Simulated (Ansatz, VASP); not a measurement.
## SnTe: VASP beside Ansatz

```
Sn Te
1.0
     0.00000    3.53558    3.53558
     3.53558    0.00000    3.53558
     3.53558    3.53558    0.00000
Sn Te
1 1
Direct
  0.00000 0.00000 0.00000
  0.25000 0.25000 0.25000
```

Alike in both runs: task single point; functional PBE; k mesh 6 × 6 × 6; occupations fermi-dirac, width 0.02 eV; no spin polarisation.

```csv
,VASP,Ansatz
version,VASP 6.6.1,Ansatz 0.2.0
potentials or method,"VASP PAW PBE potentials, release 64 (Sn_d, Te)","plane waves, PAW"
plane-wave cutoff (eV),520,420
valence electrons in the cell,20,30
```

```tsv
	VASP	Ansatz	Ansatz less VASP
pressure (GPa)	1.7	1.7	+0.02
```

VASP's potentials hold 20 valence electrons a cell and Ansatz's 30, so a difference there can come from the potentials and not from the codes.

Spin-orbit coupling is off throughout.
